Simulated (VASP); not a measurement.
Input of a VASP 6.6.1 run:

Contents of INCAR:

```
  PREC = Accurate
  ENCUT = 520
  EDIFF = 1E-7
  ISMEAR = -1
  SIGMA = 0.05
  LREAL = F
  LASPH = T
  NELM = 100
  ALGO = Normal
  ISIF = 2
  LWAVE = F
  LCHARG = F
  GGA = PS
  IVDW = 13
  NBANDS = 30
```

Contents of KPOINTS:

```
regular mesh
0
Gamma
  5 5 5
```

POSCAR

```
CsSnI3
1.0
    6.0790175149      0.0000000000      0.0000000000
    0.0000000000      6.0790175149      0.0000000000
    0.0000000000      0.0000000000      6.0790175149
Cs I Sn
1 3 1
Direct
    0.0000000000      0.0000000000      0.0000000000
    0.5000000000      0.5000000000      0.0000000000
    0.5000000000      0.0000000000      0.5000000000
    0.0000000000      0.5000000000      0.5000000000
    0.5000000000      0.5000000000      0.5000000000
```

Potentials or basis: VASP PAW PBE potentials, release 64 (Cs_sv, I, Sn_d).

Command:

```bash
$ cat potpaw_PBE.64/Cs_sv/POTCAR potpaw_PBE.64/I/POTCAR potpaw_PBE.64/Sn_d/POTCAR > POTCAR
$ mpirun -np 1 vasp_std > vasp.out
```

Q: Estimate the dispersion energy per atom.

A: -0.150 eV.

Q: What does it give for the band gap on the k mesh?

A: 1.67 eV.

Q: Predict the pressure.

A: -0.1 GPa.

Caveat: the PAW data sets were made with another functional, which shifts forces and pressure a little; spin-orbit coupling is left out, which moves the levels of the heavy elements; an odd mesh through Γ misses points on the zone boundary, where band edges can lie.
